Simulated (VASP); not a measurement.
# Cd: single point with LDA

The system is Cd.

```
Cd
1.0
     2.73340    0.00000    0.00000
     0.00000    2.73340    0.00000
     0.00000    0.00000    2.73340
Cd
1
Direct
  0.00000 0.00000 0.00000
```

This cell differs from its parent crystal: volume scaled by 0.88.

```
Program                : VASP 6.6.1
Task                   : single point
Functional             : LDA
Potentials or basis    : VASP PAW LDA potentials, release 64 (Cd)
Cutoff                 : 520 eV
k mesh                 : 12 × 12 × 12
Occupations            : fermi-dirac, width 0.1 eV
Spin                   : no spin polarisation
Dipole correction      : no
Further INCAR settings : ALGO = Normal; EDIFF = 1e-06; NBANDS = 12
```

The pressure is 10.6 GPa and the band gap on the k mesh is zero (band 6 reaches 8.30 eV, above the bottom of band 7 at 0.51 eV).

Levels at points of the mesh, in eV from the Fermi level:
| k point | band 4 | band 5 | band 6 | band 7 | band 8 | band 9 |
| --- | --- | --- | --- | --- | --- | --- |
| (0.00, 0.00, 0.00) | -8.25 | -8.25 | -8.25 | 11.39 | 11.39 | 11.39 |
| (0.50, 0.00, 0.00) | -8.96 | -8.19 | -3.14 | -2.50 | 15.83 | 16.38 |
| (0.50, 0.50, 0.00) | -8.84 | -7.66 | 0.98 | 0.98 | 3.31 | 6.46 |
| (0.50, 0.50, 0.50) | -7.61 | -7.61 | 5.29 | 5.29 | 5.29 | 8.69 |

It took 16 s on 1 thread of Intel Xeon 8259CL, on a shared host, peak memory 0.13 GiB.
